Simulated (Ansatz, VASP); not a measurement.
**GaBi2Sb3S: VASP beside Ansatz**

```
Ga Sb Bi S
1.0
     4.13080    0.00000    0.00000
     0.00000    4.61495    5.79306
     0.00000   -4.61495    5.79306
Ga Sb Bi S
1 3 2 1
Direct
  0.00000 0.05093 0.05093
  0.00000 0.68860 0.68860
  0.00000 0.24525 0.71083
  0.00000 0.71083 0.24525
  0.50000 0.03266 0.52333
  0.50000 0.52333 0.03266
  0.00000 0.24839 0.24839
```

Change from the starting cell: species swapped into the K2PdBrCl3 type (Amm2, No. 38).

Alike in both runs: functional PBE; k mesh 3 × 2 × 2; occupations gaussian, width 0.15 eV; no spin polarisation.

Ansatz relaxed the structure, and its values are those at the end. VASP's run is a single point on that final structure, the one shown.

```csv
,VASP,Ansatz
version,VASP 6.6.1,Ansatz 0.2.0
potentials or method,"VASP PAW PBE potentials, release 64 (Ga_d, Sb, Bi_d, S), cutoff 500 eV","scalar-relativistic, plane waves, PAW"
valence electrons in the cell,64,94
```

```tsv
	VASP	Ansatz	Ansatz less VASP
gap on the k mesh at the Fermi level (eV)	none	none	-
pressure (GPa)	0.1	0.1	+0.03
rms of the force components (eV/Å)	0.019	0.013	-0.0055
```

A gap of «none» marks a metal or a gap that the smearing closes. VASP's potentials hold 64 valence electrons a cell and Ansatz's 94, so a difference there can come from the potentials and not from the codes.

The k mesh is coarse, so the values compare programs but aren't converged. Spin-orbit coupling is off throughout.
